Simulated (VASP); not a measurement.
# Al3BiO3 in VASP: a series of runs, part 2 of 2

VASP 6.6.1.

## (3) Relaxation of cell and atoms, PBE

This run uses another cell than the first one, of 15.35 Å³/atom.

INCAR

```
ALGO = Normal ; EDIFF = 1E-7
EDIFFG = -0.025 ; ENCUT = 600
GGA = PE ; IBRION = 2
ISIF = 3 ; ISMEAR = 0
LASPH = True ; LCHARG = False
LREAL = False ; LWAVE = False
NELM = 60 ; NSW = 80
PREC = Accurate ; SIGMA = 0.1
```

KPOINTS

```
k-points
0
Gamma
  3 3 3
```

POSCAR

```
Al3BiO3
1.0
    3.6996628870      2.1176229232      2.1476794916
   -3.7973704338      2.1969671744      2.2355324075
    0.0198603638     -4.3491058115      2.2253394004
Al Bi O
3 1 3
Direct
    0.4501458642      0.0031554854      0.4667519084
    0.0234118880      0.4655526275      0.4673335384
    0.4660940741      0.4790145504      0.0218154189
    0.8352700237      0.8524839862      0.8675527423
    0.2715389737      0.2675719651      0.6385084774
    0.2802496710      0.6529301212      0.2610503368
    0.6734895052      0.2794912641      0.2771875777
```

Potentials or basis: VASP PAW PBE potentials, release 64 (Al, Bi_d, O).

Run with:

```console
$ cat potpaw_PBE.64/Al/POTCAR potpaw_PBE.64/Bi_d/POTCAR potpaw_PBE.64/O/POTCAR > POTCAR
$ mpirun -np 1 vasp_std > vasp.out
```

OUTCAR:

```text
EDIFF = 1E-7
   EDIFFG = -0.025
   ENCUT = 600
   GGA = PE
   IBRION = 2
   ISIF = 3
   ISMEAR = 0
   LASPH = True
   LREAL = False
   NELM = 60
   NSW = 80
   PREC = Accurate

 ion  position               nearest neighbor table
   1  0.450  0.003  0.467-   6 1.77   5 1.85   7 2.03   4 2.74   2 3.01   3 3.06   2 3.20   3 3.20
                             2 3.34   4 3.58
   2  0.023  0.466  0.467-   7 1.73   5 1.86   6 1.94   4 2.85   1 3.01   3 3.09   3 3.13   1 3.20
                             3 3.31   1 3.34   4 3.61
   3  0.466  0.479  0.022-   6 1.78   5 1.92   7 1.97   4 2.61   1 3.06   2 3.09   2 3.13   1 3.20
                             2 3.31
   4  0.835  0.852  0.868-   3 2.61   1 2.74   2 2.85   7 2.93   1 3.58   2 3.61
   5  0.272  0.268  0.639-   1 1.85   2 1.86   3 1.92
   6  0.280  0.653  0.261-   1 1.77   3 1.78   2 1.94
   7  0.673  0.279  0.277-   2 1.73   3 1.97   1 2.03   4 2.93

  LATTYP: Found a triclinic cell.
 ALAT       =     4.8854120850
 B/A-ratio  =     1.5230657045
 C/A-ratio  =     1.0078677569
 COS(alpha) =     0.0016378405
 COS(beta)  =     0.1935329510
 COS(gamma) =     0.7764276288

  Lattice vectors:

 A1 = (   0.0198603638,  -4.3491058115,   2.2253394004)
 A2 = (  -3.6798025232,  -6.4667287347,   0.0776599088)
 A3 = (   3.7973704338,  -2.1969671744,  -2.2355324075)

Analysis of symmetry for initial positions (statically):
=====================================================================
 Subroutine PRICEL returns:
 Original cell was already a primitive cell.

 Routine SETGRP: Setting up the symmetry group for a
 triclinic supercell.

 Subroutine GETGRP returns: Found  1 space group operations
 (whereof  1 operations were pure point group operations)
 out of a pool of  2 trial point group operations.

The static configuration has the point symmetry C_1 .

Analysis of symmetry for dynamics (positions and initial velocities):
=====================================================================
 Subroutine PRICEL returns:
 Original cell was already a primitive cell.

[... 147 lines left out ...]

 number of electron      42.0000000 magnetization

 Free energy of the ion-electron system (eV)
  ---------------------------------------------------
  ext. energy  EPLUGINS =         0.00000000
  ---------------------------------------------------
  free energy    TOTEN  =       -42.46317526 eV

  energy without entropy =      -42.46315986  energy(sigma->0) =      -42.46316756

------------------------ aborting loop because EDIFF is reached ----------------------------------------

  FORCE on cell =-STRESS in cart. coord.  units (eV):
  Direction    XX          YY          ZZ          XY          YZ          ZX
  --------------------------------------------------------------------------------------
  -------------------------------------------------------------------------------------
  Total       -0.7538485     -1.6050449      4.2878370      1.5777488      1.2117447     -0.1254883
  in kB      -11.2434664    -23.9388526     63.9520416     23.5317380     18.0728758     -1.8716281
  external PRESSURE =       9.5899075 kB  Pullay stress =       0.0000000 kB
[... 69 lines left out ...]
--------------------------------------- Ionic step        3  -------------------------------------------

 number of electron      41.9999998 magnetization

 E-fermi :   6.3538     XC(G=0):  -9.9786

 val. band max:        6.0653074865   @ k =  -0.3333   0.3333  -0.0000
 cond. band min:       6.6297528919   @ k =   0.0000   0.0000   0.0000
 fundamental gap:      0.5644454054
 Fermi energy:         6.3537784347

 k-point     1 :       0.0000    0.0000    0.0000
  band No.  band energies     occupation
      1     -15.1773      2.00000
      2     -15.1766      2.00000
      3     -15.1390      2.00000
      4     -15.1356      2.00000
      5     -15.1069      2.00000
      6     -14.1551      2.00000
[... 415 lines left out ...]
  FREE ENERGIE OF THE ION-ELECTRON SYSTEM (eV)
  ---------------------------------------------------
  free  energy   TOTEN  =       -42.9078574340 eV

  energy  without entropy=      -42.9078553246  energy(sigma->0) =      -42.90785638

[... ionic steps 4 to 13 ...]

--------------------------------------- Ionic step       14  -------------------------------------------

 number of electron      42.0000007 magnetization

------------------------ aborting loop because EDIFF is reached ----------------------------------------
[... 77 lines left out ...]
--------------------------------------- Ionic step       16  -------------------------------------------

 number of electron      42.0000007 magnetization

 Free energy of the ion-electron system (eV)
  ---------------------------------------------------
  ext. energy  EPLUGINS =         0.00000000
  ---------------------------------------------------
  free energy    TOTEN  =       -43.04509895 eV

  energy without entropy =      -43.04509893  energy(sigma->0) =      -43.04509894

 E-fermi :   6.6356     XC(G=0): -10.1140

 val. band max:        6.2643530069   @ k =  -0.0000  -0.3333   0.3333
 cond. band min:       6.9849208073   @ k =   0.0000   0.0000   0.0000
 fundamental gap:      0.7205678003
 Fermi energy:         6.6355807757

 k-point     1 :       0.0000    0.0000    0.0000
  band No.  band energies     occupation
      1     -14.8749      2.00000
      2     -14.8742      2.00000
      3     -14.8384      2.00000
      4     -14.8383      2.00000
      5     -14.8083      2.00000
      6     -14.0273      2.00000
[... 415 lines left out ...]
  FREE ENERGIE OF THE ION-ELECTRON SYSTEM (eV)
  ---------------------------------------------------
  free  energy   TOTEN  =       -43.0450989484 eV

  energy  without entropy=      -43.0450989268  energy(sigma->0) =      -43.04509894

 reached required accuracy - stopping structural energy minimisation
```

CONTCAR:

```text
Al3BiO3
   1.00000000000000
     3.7213932581457545    2.1479135067532025    2.1910937393904550
    -3.7267332113836442    2.1511430855606366    2.1995457284429212
    -0.0003307930251347   -4.3019787251323613    2.1984096105080062
  Al              Bi              O
     3     1     3
Direct
     0.4627157134221017    0.0227672613031767    0.4623653726042938
     0.0233852639419350    0.4639790446898026    0.4641377100308848
     0.4632326738088707    0.4629729284747084    0.0229694192000076
     0.8695419678945722    0.8700906923793617    0.8698453434649484
     0.2676301415735636    0.2675069734445601    0.6456877293888499
     0.2677150464667686    0.6453504148498979    0.2675859697094315
     0.6459791927921864    0.2675326847584977    0.2676084555015747

  0.00000000E+00  0.00000000E+00  0.00000000E+00
  0.00000000E+00  0.00000000E+00  0.00000000E+00
  0.00000000E+00  0.00000000E+00  0.00000000E+00
  0.00000000E+00  0.00000000E+00  0.00000000E+00
  0.00000000E+00  0.00000000E+00  0.00000000E+00
  0.00000000E+00  0.00000000E+00  0.00000000E+00
  0.00000000E+00  0.00000000E+00  0.00000000E+00
```

Wall time 3.5 min (1 thread of Intel Xeon 6975P-C (Granite Rapids), shared host); peak memory 0.27 GiB.

Results:

```yaml
Free_energy: -43.0451 eV
Relaxed_volume: 15.08 Å³/atom
Relaxed_cell: a = 4.823 Å, b = 4.833 Å, c = 4.831 Å, α = 100.91°, β = 100.95°, γ = 100.95°
Space_group_after_relaxing_to_0.1_Å: R3m (No. 160)
Energy_gained_by_relaxing: 83.1 meV/atom
Ionic_steps: 16
Pressure_after_relaxing: 0.0 GPa
Largest_force_after_relaxing: 0.019 eV/Å
Band_gap_on_the_k_mesh: 0.72 eV (least direct gap 0.77 eV)
```

Forces in eV/Å, atoms in the order of the input:
```
Al  -0.004 -0.012  0.015
Al  -0.002 -0.004 -0.014
Al   0.005  0.002 -0.002
Bi   0.008  0.002 -0.012
O    0.002  0.003  0.002
O   -0.009  0.000  0.002
O   -0.001  0.008  0.009
```

Step by step:
```csv
step,energy change (eV),largest force (eV/Å),pressure (GPa),volume (Å³)
1,0.0000,2.4720,0.96,107.42
2,-0.4198,1.2747,-1.93,108.78
3,-0.4447,0.9431,-1.96,108.50
4,-0.5475,0.4079,0.14,105.88
5,-0.5479,0.4028,0.28,105.74
6,-0.5712,0.2462,0.00,105.68
7,-0.5713,0.2387,0.01,105.68
8,-0.5777,0.1225,-0.05,105.68
9,-0.5787,0.1171,-0.08,105.68
10,-0.5807,0.0656,0.00,105.56
11,-0.5807,0.0772,0.01,105.53
12,-0.5814,0.0413,0.01,105.51
13,-0.5814,0.0421,0.01,105.51
14,-0.5817,0.0270,0.01,105.52
15,-0.5817,0.0304,0.01,105.52
16,-0.5819,0.0192,-0.01,105.54
```

Final structure:
```xyz
7
Lattice="3.7214 2.1479 2.1911 -3.7267 2.1511 2.1995 -0.0003 -4.3020 2.1984" Properties=species:S:1:pos:R:3 pbc="T T T"
Al    1.6369   -0.9462    2.0804
Al   -1.6423   -0.9484    2.0921
Al   -0.0015    1.8921    2.0838
Bi   -0.0070   -0.0027    5.7313
O    -0.0012   -1.6274    2.5943
O    -1.4089    0.8121    2.5943
O     1.4068    0.8118    2.5922
```

Levels at points of the mesh, in eV from the valence-band top:
```
           k point  band 17  band 18  band 19  band 20  band 21  band 22  band 23  band 24  band 25
(0.00, 0.00, 0.00)    -4.14    -4.13    -0.28    -0.05    -0.05     0.72     2.75     2.75     5.48
```

Caveat: the k points lie up to 0.45 Å⁻¹ apart in the final cell; spin-orbit coupling is left out, which moves the levels of the heavy elements.

## (4) Single point, PBE

INCAR

```
PREC = Accurate ; ENCUT = 520
EDIFF = 1E-6 ; ISMEAR = 0
SIGMA = 0.02 ; LREAL = F
LASPH = T ; NELM = 80
ALGO = Normal ; ISIF = 2
LWAVE = F ; LCHARG = F
GGA = PE ; NBANDS = 30
```

KPOINTS

```
regular mesh
0
Gamma
  6 6 6
```

POSCAR

```
Al3BiO3
1.0
    3.0828087297     -3.6792141975      0.0256472442
    3.0828087297      3.6792141975      0.0256472442
   -1.9640834936      0.0000000000      4.7029898853
Al Bi O
3 1 3
Direct
    0.6160395582      0.6160395582      0.1023749546
    0.7581272455      0.3055903967      0.5483526232
    0.3055903967      0.7581272455      0.5483526232
    0.1316153876      0.1316153876      0.9490659555
    0.5367325383      0.9191420944      0.3525064670
    0.9191420944      0.5367325383      0.3525064670
    0.5586128292      0.5586128292      0.7189489798
```

Run with:

```console
$ cat potpaw_PBE.64/Al/POTCAR potpaw_PBE.64/Bi_d/POTCAR potpaw_PBE.64/O/POTCAR > POTCAR
$ mpirun -np 1 vasp_std > vasp.out
```

Run time: 68 s. Hardware: 1 thread of Intel Xeon 6975P-C (Granite Rapids), shared host; peak memory 0.35 GiB.

It converged, with:

| Property | Result |
| --- | --- |
| Free energy | -42.9926 eV |
| Pressure | -0.1 GPa |
| Largest force | 0.008 eV/Å |
| Band gap on the k mesh | 0.78 eV (least direct gap 0.93 eV) |

Forces on the atoms (eV/Å):
```
Al  -0.005  0.000 -0.006
Al  -0.003 -0.005  0.004
Al  -0.003  0.005  0.004
Bi  -0.001  0.000  0.000
O    0.007  0.002  0.000
O    0.007 -0.002  0.000
O   -0.001  0.000  0.000
```

Levels at points of the mesh, in eV from the valence-band top:
```tsv
k point	band 19	band 20	band 21	band 22	band 23	band 24
(0.00, 0.00, 0.00)	-0.84	-0.26	-0.15	0.78	2.86	2.99
(0.50, 0.00, 0.00)	-2.44	-0.84	-0.17	2.86	3.26	4.05
(0.50, 0.50, 0.00)	-1.85	-0.73	-0.63	2.52	3.43	4.34
(0.00, 0.00, 0.50)	-2.34	-0.54	-0.41	2.39	2.47	3.86
(0.50, 0.00, 0.50)	-1.70	-0.71	-0.62	2.89	3.39	3.90
(0.50, 0.50, 0.50)	-1.28	-0.87	-0.33	2.20	2.22	4.48
```

Caveat: spin-orbit coupling is left out, which moves the levels of the heavy elements. A k mesh can miss the band edges.

## (5) Summary

```tsv
task	cell	k mesh	cutoff (eV)	smearing	gap on the mesh (eV)	pressure (GPa)	largest force (eV/Å)
single point	a = 4.805, b = 4.805, c = 5.096 Å, angles 104.1, 104.1, 100.0°, 7 atoms, atomic positions A	4 × 4 × 4	520	gaussian 0.1 eV	0.83	-0.1	0.01
relaxation of cell and atoms	relaxed from a = 4.773, b = 4.924, c = 4.885 Å, angles 101.2, 100.8, 101.3°, 7 atoms, atomic positions B	3 × 3 × 3	600	gaussian 0.1 eV	0.72	0.0	0.02
single point	a = 4.800, b = 4.800, c = 5.097 Å, angles 104.0, 104.0, 100.1°, 7 atoms, atomic positions C	6 × 6 × 6	520	gaussian 0.02 eV	0.78	-0.1	0.01
```

Alike in all rows: level PBE; potentials or basis VASP PAW PBE potentials, release 64 (Al, Bi_d, O); no spin polarisation.

Caveats: some runs use coarse meshes; spin-orbit coupling is left out, which moves the levels of the heavy elements.

Absolute energies hang on the potentials; compare differences alone.
